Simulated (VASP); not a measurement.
Mg2Co, 3 atoms in the cell. Symmetry: P6/mmm, No. 191, hexagonal system. The conventional cell has a = 4.159 Å, b = 4.159 Å, c = 2.925 Å, α = 90.00°, β = 90.00°, γ = 120.00°. Mg (site symmetry -6m2) has 5 Mg at 2.40 to 2.93 Å and 6 Co at 2.81 Å within 3.2 Å. Within 3.7 Å of Co (site symmetry 6/mmm) lie 12 Mg at 2.81 Å and 2 Co at 2.93 Å. 

- Program: VASP 6.6.1
- Task: relaxation of cell and atoms
- Functional: PBE
- Potentials or basis: VASP PAW PBE potentials, release 64 (Mg, Co)
- Cutoff: 600 eV
- k mesh: 6 × 6 × 6
- Occupations: gaussian, width 0.1 eV
- Spin: collinear spin, ferromagnetic start
- Starting moments: [0.0, 0.0, 0.16] μB
- Dipole correction: no
- Further INCAR settings: ALGO = Normal; EDIFF = 1e-06; IBRION = 2; EDIFFG = -0.04; NSW = 90; ISIF = 3

Potentials or basis: VASP PAW PBE potentials, release 64 (Mg, Co).

The run is started by

```console
$ cat potpaw_PBE.64/Mg/POTCAR potpaw_PBE.64/Co/POTCAR > POTCAR
$ mpirun -np 1 vasp_std > vasp.out
```

Hardware: 1 thread of Intel Xeon 6975P-C (shared host).

Q: Estimate the wall time of this run.

A: Wall time 64 s on 1 thread of Intel Xeon 6975P-C, on a shared host, peak memory 0.22 GiB. Counts: scf iterations 47, k points 28, ion steps 4.
